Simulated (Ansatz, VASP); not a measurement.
## SnSe: VASP beside Ansatz

File INCAR:

```
SYSTEM = SnSe
PREC = Accurate
ENCUT = 520
EDIFF = 1E-6
ISMEAR = 0
SIGMA = 0.03
LREAL = .False.
LASPH = .True.
NELM = 80
ALGO = Normal
ISIF = 2
LWAVE = .False.
LCHARG = .True.
GGA = PE
LELF = .True.
LVHAR = .True.
NBANDS = 17
```

Contents of KPOINTS:

```
regular mesh
0
Gamma
  8 8 8
  0 0 0
```

POSCAR

```
SnSe
1.0
    0.0000000000      3.0100000000      3.0100000000
    3.0100000000      0.0000000000      3.0100000000
    3.0100000000      3.0100000000      0.0000000000
Sn Se
1 1
Direct
    0.0000000000      0.0000000000      0.0000000000
    0.5000000000      0.5000000000      0.5000000000
```

Contents of input.yaml:

```yaml
crystal:
  lattice:
    - [0.0, 3.01, 3.01]
    - [3.01, 0.0, 3.01]
    - [3.01, 3.01, 0.0]
  atoms:
    - { symbol: Sn, position: [0.0, 0.0, 0.0] }
    - { symbol: Se, position: [0.5, 0.5, 0.5] }
hamiltonian:
  xc: pbe
  pseudopotentials: { kind: paw }
kpoints:
  mp_grid: { grid: [8, 8, 8] }
scf:
  occupations: { method: gaussian, width: 0.03 }
output:
  forces: true
  stress: true
  eigenvalues: true
```

Alike in both runs: task single point; functional PBE; k mesh 8 × 8 × 8; occupations gaussian, width 0.03 eV; no spin polarisation.

|  | VASP | Ansatz |
| --- | --- | --- |
| version | VASP 6.6.1 | Ansatz 0.2.0 |
| potentials or method | VASP PAW PBE potentials, release 64 (Sn_d, Se) | Ansatz PAW |
| plane-wave cutoff (eV) | 520 | 420 |
| valence electrons in the cell | 20 | 30 |

|  | VASP | Ansatz | Ansatz less VASP |
| --- | --- | --- | --- |
| gap on the k mesh at the Fermi level (eV) | 0.58 | 0.58 | -0.001 |
| least direct gap on the mesh (eV) | 0.58 | 0.58 | -0.001 |
| pressure (GPa) | 0.9 | 0.9 | +0.02 |

VASP's potentials hold 20 valence electrons a cell and Ansatz's 30, so a difference there can come from the potentials and not from the codes.
